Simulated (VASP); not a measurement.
Write the native input for VASP 6.6.1 that does the following.

```yaml
Task: single point
Functional: LDA
Potentials_or_basis: VASP PAW LDA potentials, release 64 (Zn, K_sv, F)
Cutoff: 520 eV
k_mesh: 7 × 7 × 7
Occupations: fermi-dirac, width 0.05 eV
Spin: no spin polarisation
Dipole_correction: no
Further_INCAR_settings: ALGO = Normal; EDIFF = 1e-06; NBANDS = 29
```

The structure of KZnF3 lies in POSCAR:

```
KZnF3
1.0
    3.9673237403      0.0000000000      0.0000000000
    0.0000000000      3.9673237403      0.0000000000
    0.0000000000      0.0000000000      3.9673237403
Zn K F
1 1 3
Direct
    0.5000000000      0.5000000000      0.5000000000
    0.0000000000      0.0000000000      0.0000000000
    0.5000000000      0.0000000000      0.5000000000
    0.0000000000      0.5000000000      0.5000000000
    0.5000000000      0.5000000000      0.0000000000
```

One way to write it, as run:

INCAR

```
PREC = Accurate
ENCUT = 520
EDIFF = 1E-6
ISMEAR = -1
SIGMA = 0.05
LREAL = False
LASPH = True
NELM = 100
ALGO = Normal
ISIF = 2
LWAVE = False
LCHARG = False
GGA = CA
NBANDS = 29
```

KPOINTS

```
regular mesh
0
Gamma
  7 7 7
```

Potentials or basis: VASP PAW LDA potentials, release 64 (Zn, K_sv, F).

The run is started by

```bash
$ cat potpaw_LDA.64/Zn/POTCAR potpaw_LDA.64/K_sv/POTCAR potpaw_LDA.64/F/POTCAR > POTCAR
$ mpirun -np 1 vasp_std > vasp.out
```

Results of the run:

```
Pressure               : 1.1 GPa
Band gap on the k mesh : 3.88 eV (least direct gap 5.93 eV)
```

Caveat: an odd mesh through Γ misses points on the zone boundary, where band edges can lie.

Run time: 48 s on 1 thread of Intel Xeon 8259CL, with other jobs on the host, peak memory 0.17 GiB.
